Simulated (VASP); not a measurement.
A run of VASP 6.6.1 is set up as follows.

File INCAR:

```
SYSTEM = Na
PREC     = Accurate       ! precision mode
ENCUT    = 500            ! plane-wave cutoff, eV
EDIFF    = 1E-6           ! SCF threshold, eV
ISMEAR   = -1             ! smearing method
SIGMA    = 0.1            ! smearing width, eV
LREAL    = .FALSE.        ! projectors in reciprocal space
LASPH    = .TRUE.         ! aspherical terms in the spheres
NELM     = 120            ! most SCF steps
ALGO     = Normal         ! electronic algorithm
ISIF     = 2              ! what is computed and relaxed
LWAVE    = .FALSE.        ! write WAVECAR
LCHARG   = .FALSE.        ! write CHGCAR
GGA      = CA             ! functional
NBANDS   = 10             ! bands
GGA_COMPAT= .FALSE.
```

The input KPOINTS:

```
regular mesh
0
G
  16 16 16
  0 0 0
```

POSCAR

```
Na
1.0
    0.0000000000      2.0408108241      2.0408108241
    2.0408108241      0.0000000000      2.0408108241
    2.0408108241      2.0408108241      0.0000000000
Na
1
Direct
    0.0000000000      0.0000000000      0.0000000000
```

Potentials or basis: VASP PAW LDA potentials, release 64 (Na_pv).

Launch:

```console
$ cat potpaw_LDA.64/Na_pv/POTCAR > POTCAR
$ mpirun -np 1 vasp_std > vasp.out
```

Q: Predict the band gap on the k mesh.

A: Zero (an odd number of electrons rules out a gap without spin polarisation).

Q: Predict the pressure.

A: 21.9 GPa.

Caveat: the cell stands under pressure.
